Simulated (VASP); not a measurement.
# Ti (I4/mmm) in VASP: further runs

Ti is run at these levels: r2SCAN; tasks: single point.

All numbers are computed with VASP 6.6.1; they aren't measurements. Logs are shortened: lines on timing, memory, paths and dates and some standing lists are left out, and cuts for length are marked.

**1. The cell of the first run**

It takes space group I4/mmm (No. 139, tetragonal). The conventional cell has a = 2.914 Å, b = 2.914 Å, c = 4.182 Å, α = 90.00°, β = 90.00°, γ = 90.00°. Within 3.8 Å of Ti (site symmetry 4/mmm) lie 12 Ti at 2.91 to 2.94 Å.

**2. Single point, r2SCAN (strain +0.015 along x and y, +0.030 along z)**

POSCAR

```
Ti
1.0
    0.0000000000      2.0604500000      2.0909000000
    2.0604500000      0.0000000000      2.0909000000
    2.0604500000      2.0604500000      0.0000000000
Ti
1
Direct
    0.0000000000      0.0000000000      0.0000000000
```

INCAR.step1

```
PREC = Accurate ; ENCUT = 520
ISMEAR = 0 ; SIGMA = 0.15
LREAL = False ; LASPH = True
NELM = 60 ; NBANDS = 12
GGA = PE ; ALGO = Normal
EDIFF = 1E-4 ; LWAVE = True
LCHARG = False
```

INCAR.step2

```
PREC = Accurate ; ENCUT = 520
EDIFF = 1E-7 ; ISMEAR = 0
SIGMA = 0.15 ; LREAL = False
LASPH = True ; NELM = 60
ALGO = Normal ; ISIF = 2
LWAVE = False ; LCHARG = True
METAGGA = R2SCAN ; LMIXTAU = True
LELF = True ; LVHAR = True
NBANDS = 12 ; ISTART = 1
```

KPOINTS

```
regular mesh
0
Gamma
  20 20 20
```

Potentials or basis: VASP PAW PBE potentials, release 64 (Ti_sv).

Started as:

```console
$ cat potpaw_PBE.64/Ti_sv/POTCAR > POTCAR
$ cp INCAR.step1 INCAR
$ mpirun -np 1 vasp_std > vasp.out
$ cp INCAR.step2 INCAR
$ mpirun -np 1 vasp_std > vasp.out
```

OUTCAR:

```text
PREC = Accurate
   ENCUT = 520
   EDIFF = 1E-7
   ISMEAR = 0
   LREAL = False
   LASPH = True
   NELM = 60
   ISIF = 2
   METAGGA = R2SCAN
   ISTART = 1

 ion  position               nearest neighbor table
   1  0.000  0.000  0.000-

  LATTYP: Found a body centered tetragonal cell.
 ALAT       =     2.9139163346
 C/A-ratio  =     1.4351132702

  Lattice vectors:

 A1 = (  -2.0604500000,   0.0000000000,   2.0909000000)
 A2 = (   2.0604500000,   0.0000000000,   2.0909000000)
 A3 = (   0.0000000000,   2.0604500000,  -2.0909000000)

Analysis of symmetry for initial positions (statically):
=====================================================================
 Subroutine PRICEL returns:
 Original cell was already a primitive cell.

 Routine SETGRP: Setting up the symmetry group for a
 body centered tetragonal supercell.

 Subroutine GETGRP returns: Found 16 space group operations
 (whereof 16 operations were pure point group operations)
 out of a pool of 16 trial point group operations.

The static configuration has the point symmetry D_4h.

Analysis of symmetry for dynamics (positions and initial velocities):
=====================================================================
 Subroutine PRICEL returns:
 Original cell was already a primitive cell.

 Routine SETGRP: Setting up the symmetry group for a
 body centered tetragonal supercell.

 Subroutine GETGRP returns: Found 16 space group operations
 (whereof 16 operations were pure point group operations)
 out of a pool of 16 trial point group operations.

The dynamic configuration has the point symmetry D_4h.

 Subroutine INISYM returns: Found 16 space group operations
 (whereof 16 operations are pure point group operations),
 and found     1 'primitive' translations

----------------------------------------------------------------------------------------

                                     Primitive cell

  volume of cell :      17.7536

  direct lattice vectors                    reciprocal lattice vectors
     0.000000000  2.060450000  2.090900000    -0.242665437  0.242665437  0.239131474
     2.060450000  0.000000000  2.090900000     0.242665437 -0.242665437  0.239131474
     2.060450000  2.060450000  0.000000000     0.242665437  0.242665437 -0.239131474

  length of vectors
     2.935526701  2.935526701  2.913916335     0.418278485  0.418278485  0.418278485

  position of ions in fractional coordinates (direct lattice)
     0.000000000  0.000000000  0.000000000

  ion indices of the primitive-cell ions
   primitive index   ion index
                 1           1

----------------------------------------------------------------------------------------

 KPOINTS: regular mesh

Automatic generation of k-mesh.
 Grid dimensions read from file:
 generate k-points for:   20   20   20

 Generating k-lattice:

  Cartesian coordinates                     Fractional coordinates (reciprocal lattice)
    -0.012133272  0.012133272  0.011956574     0.050000000 -0.000000000  0.000000000
     0.012133272 -0.012133272  0.011956574    -0.000000000  0.050000000  0.000000000
     0.012133272  0.012133272 -0.011956574     0.000000000  0.000000000  0.050000000

  Length of vectors
     0.020913924  0.020913924  0.020913924

  Shift w.r.t. Gamma in fractional coordinates (k-lattice)
     0.000000000  0.000000000  0.000000000

 Subroutine IBZKPT returns following result:
 ===========================================

 Found    641 irreducible k-points:

 Following reciprocal coordinates:
            Coordinates               Weight
  0.000000  0.000000  0.000000      1.000000
  0.050000  0.000000  0.000000      8.000000
  0.100000  0.000000  0.000000      8.000000
  0.150000  0.000000  0.000000      8.000000
  0.200000  0.000000  0.000000      8.000000
  0.250000  0.000000  0.000000      8.000000
[... 16 lines left out ...]
 -0.400000  0.050000  0.000000      8.000000
 -0.350000  0.050000  0.000000      8.000000
 [... further k-points ...]
   k-points           NKPTS =    641   k-points in BZ     NKDIM =    641   number of bands    NBANDS=     12
   number of dos      NEDOS =    301   number of ions     NIONS =      1
   total plane-waves  NPLWV =  13824
   dimension x,y,z NGX =    24 NGY =   24 NGZ =   24
   dimension x,y,z NGXF=    48 NGYF=   48 NGZF=   48
   ions per type =               1
   NGX,Y,Z   is equivalent  to a cutoff of  13.59, 13.59, 13.69 a.u.
   NGXF,Y,Z  is equivalent  to a cutoff of  27.18, 27.18, 27.39 a.u.
 SYSTEM =  unknown system
   PREC   = accura    normal or accurate (medium, high low for compatibility)
   ISTART =      1    job   : 0-new  1-cont  2-samecut
   ICHARG =      0    charge: 1-file 2-atom 10-const
   ISPIN  =      1    spin polarized calculation?
   LNONCOLLINEAR =      F non collinear calculations
   LSORBIT =      F    spin-orbit coupling
   LASPH  =      T    aspherical Exc in radial PAW
   ENCUT  =  520.0 eV  38.22 Ry    6.18 a.u.   5.46  5.46  5.42*2*pi/ulx,y,z
   NELM   =     60;   NELMIN=  2; NELMDL=  0     # of ELM steps
   EDIFF  = 0.1E-06   stopping-criterion for ELM
   LREAL  =      F    real-space projection
   EDIFFG = 0.1E-05   stopping-criterion for IOM
   NSW    =      0    number of steps for IOM
   IBRION =     -1    ionic relax: 0-MD 1-quasi-New 2-CG
   NFREE  =      0    steps in history (QN), initial steepest desc. (CG)
   ISIF   =      2    stress and relaxation
   ISYM   =      2    0-nonsym 1-usesym 2-fastsym
   POTIM  = 0.5000    time-step for ionic-motion
   TEBEG  =    0.0;   TEEND  =   0.0 temperature during run
   PSTRESS=    0.0 pullay stress
   NELECT =      12.0000    total number of electrons
   NUPDOWN=      -1.0000    fix difference up-down
   EMIN   =  10.00;   EMAX   =-10.00  energy-range for DOS
   EFERMI =   0.00;   METHOD = LEGACY
   ISMEAR =     0;   SIGMA  =   0.15  broadening in eV -4-tet -1-fermi 0-gaus
   EFERMI_NEDOS =   21; number of points for ismear=-14 and -15
   IALGO  =     38    algorithm
   IMIX   =      4    mixing-type and parameters
     AMIX     =   0.40;   BMIX     =  1.00
     AMIX_MAG =   1.60;   BMIX_MAG =  1.00
  volume/ion in A,a.u.               =      17.75       119.81
  Fermi-wavevector in a.u.,A,eV,Ry     =   1.436722  2.715011 28.084743  2.064170
  Thomas-Fermi vector in A             =   2.555879
   LORBIT       =      0    0 simple, 1 ext, 2 COOP (PROOUT), +10 PAW based schemes
   METAGGA = R2SCAN    functional components
   LHFCALC =     F    Hartree Fock is set to
   AEXX    =    0.0000 exact exchange contribution
   IVDW    =     0    specifies the selected vdW correction
   LEPSILON=     F    determine dielectric tensor
   LRPA    =     F    only Hartree local field effects (RPA)
 non-spin polarized calculation
 Gauss-broadening in eV      SIGMA  =   0.15
  energy-cutoff  :      520.00
  volume of cell :       17.75
 maximum number of plane-waves:       507
 NGX is ok and might be reduce to    24
   NGX = 11   NGY = 11   NGZ = 11

 number of electron      11.9999998 magnetization

 Free energy of the ion-electron system (eV)
  ---------------------------------------------------
  ext. energy  EPLUGINS =         0.00000000
  ---------------------------------------------------
  free energy    TOTEN  =       -12.88644091 eV

  energy without entropy =      -12.86848848  energy(sigma->0) =      -12.87746470

 E-fermi :   7.9960     XC(G=0): -12.3006

 val. band max:        7.9952373204   @ k =  -0.3000   0.3000   0.1500
 cond. band min:       7.9976609179   @ k =  -0.4500   0.1500   0.3000
 fundamental gap:      0.0024235975
 Fermi energy:         7.9959567652

 k-point     1 :       0.0000    0.0000    0.0000
  band No.  band energies     occupation
      1     -51.0937      2.00000
      2     -25.9212      2.00000
      3     -25.9203      2.00000
      4     -25.9203      2.00000
      5       1.5777      2.00000
      6       8.9066      0.00000
      7       9.0192      0.00000
      8       9.0192      0.00000
      9      10.6708      0.00000
     10      10.8002      0.00000
     11      23.6665      0.00000
     12      28.1991      0.00000

 k-point     2 :       0.0500    0.0000    0.0000
  band No.  band energies     occupation
      1     -51.0909      2.00000
      2     -25.9371      2.00000
      3     -25.9231      2.00000
      4     -25.9222      2.00000
      5       1.6603      2.00000
      6       8.8948      0.00000
      7       9.0068      0.00000
      8       9.0492      0.00000
      9      10.6520      0.00000
     10      10.7788      0.00000
     11      23.7302      0.00000
     12      27.6648      0.00000

 k-point     3 :       0.1000    0.0000    0.0000
  band No.  band energies     occupation
      1     -51.0826      2.00000
      2     -25.9846      2.00000
      3     -25.9295      2.00000
      4     -25.9277      2.00000
      5       1.9041      2.00000
      6       8.7702      0.00000
      7       9.0608      0.00000
      8       9.1307      0.00000
      9      10.6076      0.00000
     10      10.7254      0.00000
     11      23.8505      0.00000
     12      26.3069      0.00000
[... 286 lines left out ...]
 k-point    23 :      -0.4000    0.0500    0.0000
  band No.  band energies     occupation
      1     -50.9827      2.00000
      2     -26.5240      2.00000
      3     -26.0188      2.00000
      4     -25.9899      2.00000
      5       5.2043      2.00000
      6       8.0815      0.41974
      7       8.8706      0.00000
      8       9.0802      0.00000
      9      11.4390      0.00000
     10      11.7935      0.00000
     11      17.0951      0.00000
     12      23.1364      0.00000

 k-point    24 :      -0.3500    0.0500    0.0000
  band No.  band energies     occupation
      1     -50.9941      2.00000
      2     -26.4637      2.00000
      3     -26.0118      2.00000
      4     -25.9802      2.00000
      5       4.8474      2.00000
      6       7.9261      1.48993
      7       8.9522      0.00000
      8       9.1631      0.00000
      9      11.1794      0.00000
     10      11.5844      0.00000
     11      18.1167      0.00000
     12      23.4369      0.00000

 [... further k-points ...]

------------------------ aborting loop because EDIFF is reached ----------------------------------------

  FORCE on cell =-STRESS in cart. coord.  units (eV):
  Direction    XX          YY          ZZ          XY          YZ          ZX
  --------------------------------------------------------------------------------------
  -------------------------------------------------------------------------------------
  Total       -0.2020028     -0.2020028     -0.2584946      0.0000000      0.0000000     -0.0000000
  in kB      -18.2297461    -18.2297461    -23.3278453      0.0000000      0.0000000     -0.0000000
  external PRESSURE =     -19.9291125 kB  Pullay stress =       0.0000000 kB

 VOLUME and BASIS-vectors are now :
 -----------------------------------------------------------------------------
  energy-cutoff  :      520.00
  volume of cell :       17.75
      direct lattice vectors                 reciprocal lattice vectors
     0.000000000  2.060450000  2.090900000    -0.242665437  0.242665437  0.239131474
     2.060450000  0.000000000  2.090900000     0.242665437 -0.242665437  0.239131474
     2.060450000  2.060450000  0.000000000     0.242665437  0.242665437 -0.239131474

 POSITION                                       TOTAL-FORCE (eV/Angst)
 -----------------------------------------------------------------------------------
      0.00000      0.00000      0.00000         0.000000     -0.000000      0.000000
 -----------------------------------------------------------------------------------
    total drift:                                0.000000      0.000000      0.000000

  FREE ENERGIE OF THE ION-ELECTRON SYSTEM (eV)
  ---------------------------------------------------
  free  energy   TOTEN  =       -12.8864409117 eV

  energy  without entropy=      -12.8684884827  energy(sigma->0) =      -12.87746470
```

Run time: 2.9 min. Hardware: 1 thread of Intel Xeon 6975P-C (Granite Rapids), shared host; peak memory 0.26 GiB.

What came out:

| Item | Value |
| --- | --- |
| Free energy | -12.8864 eV |
| Pressure | -2.0 GPa |
| Band gap on the k mesh | zero (band 6 reaches 8.93 eV, above the bottom of band 7 at 7.55 eV) |

Caveat: the cell differs from its parent crystal (strain +0.015 along x and y, +0.030 along z); the PAW data sets were made with another functional, which shifts forces and pressure a little.

**3. Single point, r2SCAN (strain +0.030 along x and y, +0.015 along z)**

POSCAR

```
Ti
1.0
    0.0000000000      2.0909000000      2.0604500000
    2.0909000000      0.0000000000      2.0604500000
    2.0909000000      2.0909000000      0.0000000000
Ti
1
Direct
    0.0000000000      0.0000000000      0.0000000000
```

INCAR.step1

```
SYSTEM = Ti
  PREC = Accurate
  ENCUT = 520
  ISMEAR = 0
  SIGMA = 0.15
  LREAL = .FALSE.
  LASPH = .TRUE.
  NELM = 80
  NBANDS = 12
  GGA = PE
  ALGO = Normal
  EDIFF = 1E-4
  LWAVE = .TRUE.
  LCHARG = .FALSE.
```

INCAR.step2

```
SYSTEM = Ti
  PREC = Accurate
  ENCUT = 520
  EDIFF = 1E-6
  ISMEAR = 0
  SIGMA = 0.15
  LREAL = .FALSE.
  LASPH = .TRUE.
  NELM = 80
  ALGO = Normal
  ISIF = 2
  LWAVE = .FALSE.
  LCHARG = .TRUE.
  METAGGA = R2SCAN
  LMIXTAU = .TRUE.
  LELF = .TRUE.
  LVHAR = .TRUE.
  NBANDS = 12
  ISTART = 1
```

KPOINTS

```
Automatic mesh
0
G
  20 20 20
  0 0 0
```

Potentials or basis: VASP PAW PBE potentials, release 64 (Ti_sv).

Started as:

```console
$ cat potpaw_PBE.64/Ti_sv/POTCAR > POTCAR
$ cp INCAR.step1 INCAR
$ mpirun -np 1 vasp_std > vasp.out
$ cp INCAR.step2 INCAR
$ mpirun -np 1 vasp_std > vasp.out
```

OUTCAR:

```text
SYSTEM = Ti
   PREC = Accurate
   ENCUT = 520
   EDIFF = 1E-6
   ISMEAR = 0
   LREAL = .FALSE.
   LASPH = .TRUE.
   NELM = 80
   ISIF = 2
   METAGGA = R2SCAN
   ISTART = 1

 ion  position               nearest neighbor table
   1  0.000  0.000  0.000-

  LATTYP: Found a body centered tetragonal cell.
 ALAT       =     2.9569791376
 C/A-ratio  =     1.3936182192

  Lattice vectors:

 A1 = (   0.0000000000,  -2.0909000000,  -2.0604500000)
 A2 = (   0.0000000000,   2.0909000000,  -2.0604500000)
 A3 = (   2.0909000000,   0.0000000000,   2.0604500000)

Analysis of symmetry for initial positions (statically):
=====================================================================
 Subroutine PRICEL returns:
 Original cell was already a primitive cell.

 Routine SETGRP: Setting up the symmetry group for a
 body centered tetragonal supercell.

 Subroutine GETGRP returns: Found 16 space group operations
 (whereof 16 operations were pure point group operations)
 out of a pool of 16 trial point group operations.

The static configuration has the point symmetry D_4h.

Analysis of symmetry for dynamics (positions and initial velocities):
[... 170 lines left out ...]
      4     -26.1192      2.00000
      5       1.4583      2.00000
      6       8.7798      0.00000
      7       8.7798      0.00000
      8       8.8878      0.00000
      9      10.4758      0.00000
     10      10.5993      0.00000
     11      23.4338      0.00000
     12      28.0128      0.00000
[... 331 lines left out ...]
 k-point    24 :      -0.3500    0.0500    0.0000
  band No.  band energies     occupation
      1     -51.1846      2.00000
      2     -26.6337      2.00000
      3     -26.1975      2.00000
      4     -26.1874      2.00000
      5       4.6974      2.00000
      6       7.7693      1.50376
      7       8.8795      0.00000
      8       8.9022      0.00000
      9      10.9889      0.00000
     10      11.3367      0.00000
     11      17.8345      0.00000
     12      23.2519      0.00000

 [... further k-points ...]

------------------------ aborting loop because EDIFF is reached ----------------------------------------

  FORCE on cell =-STRESS in cart. coord.  units (eV):
  Direction    XX          YY          ZZ          XY          YZ          ZX
  --------------------------------------------------------------------------------------
  -------------------------------------------------------------------------------------
  Total       -0.4125138     -0.4125138     -0.3543918      0.0000000     -0.0000000     -0.0000000
  in kB      -36.6851670    -36.6851670    -31.5163303      0.0000000     -0.0000000     -0.0000000
  external PRESSURE =     -34.9622214 kB  Pullay stress =       0.0000000 kB

 VOLUME and BASIS-vectors are now :
 -----------------------------------------------------------------------------
  energy-cutoff  :      520.00
  volume of cell :       18.02
      direct lattice vectors                 reciprocal lattice vectors
     0.000000000  2.090900000  2.060450000    -0.239131474  0.239131474  0.242665437
     2.090900000  0.000000000  2.060450000     0.239131474 -0.239131474  0.242665437
     2.090900000  2.090900000  0.000000000     0.239131474  0.239131474 -0.242665437

 POSITION                                       TOTAL-FORCE (eV/Angst)
 -----------------------------------------------------------------------------------
      0.00000      0.00000      0.00000        -0.000000      0.000000      0.000000
 -----------------------------------------------------------------------------------
    total drift:                                0.000000      0.000000     -0.000000

  FREE ENERGIE OF THE ION-ELECTRON SYSTEM (eV)
  ---------------------------------------------------
  free  energy   TOTEN  =       -12.8820915253 eV

  energy  without entropy=      -12.8639089597  energy(sigma->0) =      -12.87300024
```

OSZICAR.step1:

```text
N       E                     dE             d eps       ncg     rms          rms(c)
DAV:   1     0.879308420814E+02    0.87931E+02   -0.65488E+03 15408   0.119E+03
DAV:   2    -0.441422605125E+01   -0.92345E+02   -0.89916E+02 15744   0.295E+02
DAV:   3    -0.876208004915E+01   -0.43479E+01   -0.43011E+01 21504   0.658E+01
DAV:   4    -0.885446632250E+01   -0.92386E-01   -0.92282E-01 17524   0.851E+00
DAV:   5    -0.885670384732E+01   -0.22375E-02   -0.22374E-02 18552   0.118E+00    0.805E+00
DAV:   6    -0.778769165754E+01    0.10690E+01   -0.22071E+00 16772   0.220E+01    0.207E+00
DAV:   7    -0.777171172942E+01    0.15980E-01   -0.10074E-01 18944   0.362E+00    0.126E+00
DAV:   8    -0.777938298987E+01   -0.76713E-02   -0.36515E-02 15964   0.255E+00    0.191E-01
DAV:   9    -0.777955352468E+01   -0.17053E-03   -0.48217E-03 20100   0.839E-01    0.838E-02
DAV:  10    -0.777956493825E+01   -0.11414E-04   -0.24299E-04 16192   0.192E-01
   1 F= -.77795649E+01 E0= -.77693122E+01  d E =-.205055E-01
```

It took 2.7 min on 1 thread of Intel Xeon 6975P-C (Granite Rapids), shared host; peak memory 0.25 GiB.

Results:

```yaml
Free_energy: -12.8821 eV
Pressure: -3.5 GPa
Band_gap_on_the_k_mesh: zero (band 6 reaches 8.80 eV, above the bottom of band 7 at 7.41 eV)
```

Stress tensor (GPa, compression positive):
```
-3.67  0.00  0.00
 0.00 -3.67  0.00
 0.00  0.00 -3.15
```

Caveat: the cell differs from its parent crystal (strain +0.030 along x and y, +0.015 along z); the PAW data sets were made with another functional, which shifts forces and pressure a little.
